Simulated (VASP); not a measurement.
# Co (P6_3/mmc) in VASP: single point with PBE+D3(BJ)

Aim: the single point of Co with PBE+D3(BJ).

Everything below comes from runs of VASP 6.6.1. Logs are shortened: lines on timing, memory, paths and dates and some standing lists are left out, and cuts for length are marked.

### 1 The cell of the first run

The structure is hexagonal, space group P6_3/mmc (No. 194). Conventional cell: a = 2.460 Å, b = 2.460 Å, c = 3.970 Å, α = 90.00°, β = 90.00°, γ = 120.00°. Co (site symmetry -6m2) has 12 Co at 2.44 to 2.46 Å within 3.2 Å.

### 2 Single point, PBE+D3(BJ), collinear spin, ferromagnetic start

INCAR

```
ALGO = Normal ; EDIFF = 1E-6
ENCUT = 690 ; GGA = PE
GGA_COMPAT = F ; ISIF = 2
ISMEAR = 0 ; ISPIN = 2
IVDW = 12 ; LASPH = T
LCHARG = F ; LMAXMIX = 4
LORBIT = 11 ; LREAL = F
LWAVE = F ; MAGMOM = 1.8 1.8
NBANDS = 28 ; NELM = 200
PREC = Accurate ; SIGMA = 0.1
```

KPOINTS

```
k-points
0
Gamma
  9 9 4
```

POSCAR

```
Co
1.0
    2.4600000000      0.0000000000      0.0000000000
   -1.2300000000      2.1304225000      0.0000000000
    0.0000000000      0.0000000000      3.9700000000
Co
2
Direct
    0.3333333000      0.6666667000      0.2500000000
    0.6666667000      0.3333333000      0.7500000000
```

Potentials or basis: VASP PAW PBE potentials, release 64 (Co_sv).

Run with:

```bash
$ cat potpaw_PBE.64/Co_sv/POTCAR > POTCAR
$ mpirun -np 1 vasp_std > vasp.out
```

OUTCAR:

```text
EDIFF = 1E-6
   ENCUT = 690
   GGA = PE
   ISIF = 2
   ISMEAR = 0
   ISPIN = 2
   IVDW = 12
   LASPH = T
   LORBIT = 11
   LREAL = F
   NELM = 200
   PREC = Accurate
 IVDW          = 12

 ion  position               nearest neighbor table
   1  0.333  0.667  0.250-   2 2.44   2 2.44   2 2.44   2 2.44   2 2.44   2 2.44
   2  0.667  0.333  0.750-   1 2.44   1 2.44   1 2.44   1 2.44   1 2.44   1 2.44

  LATTYP: Found a hexagonal cell.
 ALAT       =     2.4600000000
 C/A-ratio  =     1.6138211382

  Lattice vectors:

 A1 = (   2.4600000000,   0.0000000000,   0.0000000000)
 A2 = (  -1.2300000000,   2.1304225000,   0.0000000000)
 A3 = (   0.0000000000,   0.0000000000,   3.9700000000)

Analysis of symmetry for initial positions (statically):
=====================================================================
 Subroutine PRICEL returns:
 Original cell was already a primitive cell.

 Routine SETGRP: Setting up the symmetry group for a
 hexagonal supercell.

 Subroutine GETGRP returns: Found 24 space group operations
 (whereof 12 operations were pure point group operations)
 out of a pool of 24 trial point group operations.

The static configuration has the point symmetry D_3d.
 The point group associated with its full space group is D_6h.

Analysis of symmetry for dynamics (positions and initial velocities):
=====================================================================
 Subroutine PRICEL returns:
 Original cell was already a primitive cell.

 Routine SETGRP: Setting up the symmetry group for a
 hexagonal supercell.

 Subroutine GETGRP returns: Found 24 space group operations
 (whereof 12 operations were pure point group operations)
 out of a pool of 24 trial point group operations.

The dynamic configuration has the point symmetry D_3d.
 The point group associated with its full space group is D_6h.

Analysis of structural, dynamic, and magnetic symmetry:
=====================================================================
 Subroutine PRICEL returns:
 Original cell was already a primitive cell.

 Routine SETGRP: Setting up the symmetry group for a
 hexagonal supercell.

 Subroutine GETGRP returns: Found 24 space group operations
 (whereof 12 operations were pure point group operations)
 out of a pool of 24 trial point group operations.

The overall configuration has the point symmetry D_3d.
 The point group associated with its full space group is D_6h.

 Subroutine INISYM returns: Found 24 space group operations
 (whereof 12 operations are pure point group operations),
 and found     1 'primitive' translations

----------------------------------------------------------------------------------------

                                     Primitive cell

  volume of cell :      20.8061

  direct lattice vectors                    reciprocal lattice vectors
     2.460000000  0.000000000  0.000000000     0.406504065  0.234695231  0.000000000
    -1.230000000  2.130422500  0.000000000     0.000000000  0.469390461  0.000000000
     0.000000000  0.000000000  3.970000000     0.000000000  0.000000000  0.251889169

  length of vectors
     2.460000000  2.460000006  3.970000000     0.469390462  0.469390461  0.251889169

  position of ions in fractional coordinates (direct lattice)
     0.333333300  0.666666700  0.250000000
     0.666666700  0.333333300  0.750000000

  ion indices of the primitive-cell ions
   primitive index   ion index
                 1           1
                 2           2

----------------------------------------------------------------------------------------

 KPOINTS: k-points

Automatic generation of k-mesh.
 Grid dimensions read from file:
 generate k-points for:    9    9    4

 Generating k-lattice:

  Cartesian coordinates                     Fractional coordinates (reciprocal lattice)
     0.045167118  0.026077248  0.000000000     0.111111111 -0.000000000  0.000000000
     0.000000000  0.052154496  0.000000000     0.000000000  0.111111111  0.000000000
     0.000000000  0.000000000  0.062972292     0.000000000  0.000000000  0.250000000

  Length of vectors
     0.052154496  0.052154496  0.062972292

  Shift w.r.t. Gamma in fractional coordinates (k-lattice)
     0.000000000  0.000000000  0.000000000

 Subroutine IBZKPT returns following result:
 ===========================================

 Found     36 irreducible k-points:

 Following reciprocal coordinates:
            Coordinates               Weight
  0.000000  0.000000  0.000000      1.000000
  0.111111  0.000000  0.000000      6.000000
  0.222222  0.000000  0.000000      6.000000
  0.333333  0.000000  0.000000      6.000000
  0.444444  0.000000  0.000000      6.000000
  0.111111  0.111111  0.000000      6.000000
[... 16 lines left out ...]
  0.333333  0.222222  0.250000     24.000000
  0.333333  0.333333  0.250000      4.000000
 [... further k-points ...]
   k-points           NKPTS =     36   k-points in BZ     NKDIM =     36   number of bands    NBANDS=     28
   number of dos      NEDOS =    301   number of ions     NIONS =      2
   total plane-waves  NPLWV =  20736
   dimension x,y,z NGX =    24 NGY =   24 NGZ =   36
   dimension x,y,z NGXF=    48 NGYF=   48 NGZF=   72
   ions per type =               2
   NGX,Y,Z   is equivalent  to a cutoff of  16.22, 16.22, 15.08 a.u.
   NGXF,Y,Z  is equivalent  to a cutoff of  32.44, 32.44, 30.15 a.u.
 SYSTEM =  unknown system
   PREC   = accura    normal or accurate (medium, high low for compatibility)
   ISTART =      0    job   : 0-new  1-cont  2-samecut
   ICHARG =      2    charge: 1-file 2-atom 10-const
   ISPIN  =      2    spin polarized calculation?
   LNONCOLLINEAR =      F non collinear calculations
   LSORBIT =      F    spin-orbit coupling
   LASPH  =      T    aspherical Exc in radial PAW
   ENCUT  =  690.0 eV  50.71 Ry    7.12 a.u.   5.27  5.27  8.50*2*pi/ulx,y,z
   NELM   =    200;   NELMIN=  2; NELMDL= -5     # of ELM steps
   EDIFF  = 0.1E-05   stopping-criterion for ELM
   LREAL  =      F    real-space projection
   EDIFFG = 0.1E-04   stopping-criterion for IOM
   NSW    =      0    number of steps for IOM
   IBRION =     -1    ionic relax: 0-MD 1-quasi-New 2-CG
   NFREE  =      0    steps in history (QN), initial steepest desc. (CG)
   ISIF   =      2    stress and relaxation
   ISYM   =      2    0-nonsym 1-usesym 2-fastsym
   POTIM  = 0.5000    time-step for ionic-motion
   TEBEG  =    0.0;   TEEND  =   0.0 temperature during run
   PSTRESS=    0.0 pullay stress
   NELECT =      34.0000    total number of electrons
   NUPDOWN=      -1.0000    fix difference up-down
   EMIN   =  10.00;   EMAX   =-10.00  energy-range for DOS
   EFERMI =   0.00;   METHOD = LEGACY
   ISMEAR =     0;   SIGMA  =   0.10  broadening in eV -4-tet -1-fermi 0-gaus
   EFERMI_NEDOS =   21; number of points for ismear=-14 and -15
   IALGO  =     38    algorithm
   IMIX   =      4    mixing-type and parameters
     AMIX     =   0.40;   BMIX     =  1.00
     AMIX_MAG =   1.60;   BMIX_MAG =  1.00
  volume/ion in A,a.u.               =      10.40        70.20
  Fermi-wavevector in a.u.,A,eV,Ry     =   1.928283  3.643926 50.590187  3.718274
  Thomas-Fermi vector in A             =   2.961006
   LORBIT       =     11    0 simple, 1 ext, 2 COOP (PROOUT), +10 PAW based schemes
   GGA     = PE    functional components
   LHFCALC =     F    Hartree Fock is set to
   AEXX    =    0.0000 exact exchange contribution
   IVDW    =    12    specifies the selected vdW correction
   LEPSILON=     F    determine dielectric tensor
   LRPA    =     F    only Hartree local field effects (RPA)
 spin polarized calculation
 Gauss-broadening in eV      SIGMA  =   0.10
  energy-cutoff  :      690.00
  volume of cell :       20.81
 maximum number of plane-waves:       868
 NGX is ok and might be reduce to    24
   NGX = 11   NGY = 11   NGZ = 17

 number of electron      34.0000010 magnetization       3.0260334

 Free energy of the ion-electron system (eV)
  ---------------------------------------------------
  ext. energy  EPLUGINS =         0.00000000
  ---------------------------------------------------
  free energy    TOTEN  =       -14.21249051 eV

  energy without entropy =      -14.20291388  energy(sigma->0) =      -14.20770220

 E-fermi :  12.7100     XC(G=0): -14.1693

 val. band max:       12.7008610340   @ k =   0.2222   0.1111   0.5000
 cond. band min:      12.7121772077   @ k =   0.4444   0.0000   0.5000
 fundamental gap:      0.0113161737
 Fermi energy:        12.7099794832

 spin component 1

 k-point     1 :       0.0000    0.0000    0.0000
  band No.  band energies     occupation
      1     -83.3584      1.00000
      2     -83.2896      1.00000
      3     -46.7790      1.00000
      4     -46.4487      1.00000
      5     -46.4487      1.00000
      6     -46.3950      1.00000
[... 20 lines left out ...]
     27      39.0373      0.00000
     28      39.0373      0.00000
[... 683 lines left out ...]
 k-point    24 :       0.3333    0.3333    0.2500
  band No.  band energies     occupation
      1     -83.2776      1.00000
      2     -83.2776      1.00000
      3     -46.6634      1.00000
      4     -46.6634      1.00000
      5     -46.6510      1.00000
      6     -46.5693      1.00000
[... 20 lines left out ...]
     27      32.5679      0.00000
     28      42.9457      0.00000

 [... further k-points ...]

 spin component 2

 k-point     1 :       0.0000    0.0000    0.0000
  band No.  band energies     occupation
      1     -81.4113      1.00000
      2     -81.3378      1.00000
      3     -44.8927      1.00000
      4     -44.5490      1.00000
      5     -44.5490      1.00000
      6     -44.4893      1.00000
[... 20 lines left out ...]
     27      39.3495      0.00000
     28      39.3495      0.00000
[... 683 lines left out ...]
 k-point    24 :       0.3333    0.3333    0.2500
  band No.  band energies     occupation
      1     -81.3249      1.00000
      2     -81.3249      1.00000
      3     -44.7776      1.00000
      4     -44.7776      1.00000
      5     -44.7685      1.00000
      6     -44.6797      1.00000
[... 20 lines left out ...]
     27      32.8712      0.00000
     28      42.9530      0.00000

 [... further k-points ...]

------------------------ aborting loop because EDIFF is reached ----------------------------------------

 Edisp (eV)   -0.87080

 E8    (eV) :    -0.3823

  FORCE on cell =-STRESS in cart. coord.  units (eV):
  Direction    XX          YY          ZZ          XY          YZ          ZX
  --------------------------------------------------------------------------------------
  -------------------------------------------------------------------------------------
  Total       0.00371     0.00371     0.13180     0.00000    -0.00000     0.00000
  in kB       0.28573     0.28573    10.14911     0.00000    -0.00000     0.00000
  external pressure =        3.57 kB  Pullay stress =        0.00 kB

 VOLUME and BASIS-vectors are now :
 -----------------------------------------------------------------------------
  energy-cutoff  :      690.00
  volume of cell :       20.81
      direct lattice vectors                 reciprocal lattice vectors
     2.460000000  0.000000000  0.000000000     0.406504065  0.234695231  0.000000000
    -1.230000000  2.130422500  0.000000000     0.000000000  0.469390461  0.000000000
     0.000000000  0.000000000  3.970000000     0.000000000  0.000000000  0.251889169

 POSITION                                       TOTAL-FORCE (eV/Angst)
 -----------------------------------------------------------------------------------
     -0.00000      1.42028      0.99250        -0.000000      0.000000      0.000000
      1.23000      0.71014      2.97750         0.000000     -0.000000      0.000000
 -----------------------------------------------------------------------------------
    total drift:                               -0.000131      0.000061     -0.000008

  FREE ENERGIE OF THE ION-ELECTRON SYSTEM (eV)
  ---------------------------------------------------
  free  energy   TOTEN  =       -15.0832909119 eV

  energy  without entropy=      -15.0737142887  energy(sigma->0) =      -15.07850260

 total charge

# of ion       s       p       d       tot
------------------------------------------
    1        2.253   6.130   6.710  15.093
    2        2.253   6.130   6.710  15.093
--------------------------------------------------
tot          4.507  12.260  13.420  30.187

 magnetization (x)

# of ion       s       p       d       tot
------------------------------------------
    1       -0.006  -0.015   1.603   1.582
    2       -0.006  -0.015   1.603   1.582
--------------------------------------------------
tot         -0.012  -0.030   3.206   3.164
```

It took 67 s on 1 thread of AMD EPYC 7R13 (Zen 3), shared host; peak memory 0.17 GiB.

Results:

- Free energy: -15.0833 eV
- Pressure: 0.4 GPa
- Net moment: 3.03 μB per cell
- Site moments: Co +1.58 μB
- Valence electrons inside the program's atomic spheres: Co 15.09
- Dispersion energy per atom: -0.435 eV

Caveat: the k points lie up to 0.40 Å⁻¹ apart.
